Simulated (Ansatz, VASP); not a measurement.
# C: VASP beside Ansatz

```xyz
4
Lattice="2.4165 0.0000 0.0000 -1.2083 2.0928 0.0000 0.0000 0.0000 7.2980" Properties=species:S:1:pos:R:3 pbc="T T T"
C     0.0000    0.0000    0.0182
C     0.0000    0.0000    3.6672
C     0.0000    1.3952    0.0182
C     1.2083    0.6976    3.6672
```

Alike in both runs: task single point; functional PBEsol; dispersion D3(BJ); k mesh 21 × 21 × 8; occupations gaussian, width 0.15 eV; no spin polarisation.

|  | VASP | Ansatz |
| --- | --- | --- |
| version | VASP 6.6.1 | Ansatz 0.2.0 |
| potentials or method | VASP PAW PBE potentials, release 64 (C), cutoff 520 eV | scalar-relativistic, plane waves, PAW |
| valence electrons in the cell | 16 | 16 |

|  | VASP | Ansatz | Ansatz less VASP |
| --- | --- | --- | --- |
| gap on the k mesh at the Fermi level (eV) | none | none | - |
| pressure (GPa) | 15.0 | 14.3 | -0.71 |
| traceless stress, the component that is largest in VASP (GPa) | -17.09 | -16.30 | +0.792 |

VASP's potentials were made for PBE, not for PBEsol, and Ansatz warns of the same on its side. A gap of «none» marks a metal or a gap that the smearing closes.
